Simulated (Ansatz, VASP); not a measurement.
## One calculation of CuI, two programs

POSCAR

```
CuI
1.0
    0.0000000000      3.0120289470      3.0120289470
    3.0120289470      0.0000000000      3.0120289470
    3.0120289470      3.0120289470      0.0000000000
Cu I
1 1
Direct
    0.0000000000      0.0000000000      0.0000000000
    0.2500000000      0.2500000000      0.2500000000
```

The input INCAR.step1:

```
SYSTEM = CuI
  PREC = Accurate
  ENCUT = 520
  ISMEAR = 0
  SIGMA = 0.01
  LREAL = .False.
  LASPH = .True.
  NELM = 60
  NBANDS = 16
  GGA = PE
  ALGO = Normal
  EDIFF = 1E-4
  LWAVE = .True.
  LCHARG = .False.
```

Contents of INCAR.step2:

```
SYSTEM = CuI
  PREC = Accurate
  ENCUT = 520
  EDIFF = 1E-7
  ISMEAR = 0
  SIGMA = 0.01
  LREAL = .False.
  LASPH = .True.
  NELM = 60
  ALGO = Normal
  ISIF = 2
  LWAVE = .False.
  LCHARG = .True.
  METAGGA = R2SCAN
  LMIXTAU = .True.
  LELF = .True.
  LVHAR = .True.
  NBANDS = 16
  ISTART = 1
```

File KPOINTS:

```
Automatic mesh
0
Gamma
  8 8 8
  0 0 0
```

Input for Ansatz:

```yaml
crystal:
  lattice:
    - [0.0, 3.012028947, 3.012028947]
    - [3.012028947, 0.0, 3.012028947]
    - [3.012028947, 3.012028947, 0.0]
  atoms:
    - { symbol: Cu, position: [0.0, 0.0, 0.0] }
    - { symbol: I, position: [0.25, 0.25, 0.25] }
kpoints:
  mp_grid: { grid: [8, 8, 8] }
  band_path:
    path:
      - [0.0, 0.0, 0.0]
      - [-0.5, -0.5, 0.0]
      - [-0.375, -0.375, 0.25]
      - [-0.375, 0.0, 0.375]
      - [0.0, 0.0, 0.5]
      - [-0.5, -0.25, 0.25]
    npoints: 1
hamiltonian:
  xc: r2scan
scf:
  occupations: { method: fixed }
  n_extra_bands: 4
output:
  forces: true
  stress: true
  eigenvalues: true
```

Alike in both runs: task single point; functional r2SCAN; k mesh 8 × 8 × 8; no spin polarisation.

|  | VASP | Ansatz |
| --- | --- | --- |
| version | VASP 6.6.1 | Ansatz 0.2.0 |
| potentials or method | VASP PAW PBE potentials, release 64 (Cu, I) | plane waves, PAW |
| plane-wave cutoff (eV) | 520 | 500 |
| occupations | gaussian, width 0.01 eV | fixed |
| valence electrons in the cell | 18 | 36 |

|  | VASP | Ansatz | Ansatz less VASP |
| --- | --- | --- | --- |
| gap on the k mesh at the Fermi level (eV) | 1.67 | 1.67 | -0.005 |
| pressure (GPa) | -0.1 | 0.0 | +0.03 |

VASP's potentials were made for PBE, not for r2SCAN. VASP's potentials hold 18 valence electrons a cell and Ansatz's 36, so a difference there can come from the potentials and not from the codes.

Spin-orbit coupling is off throughout.
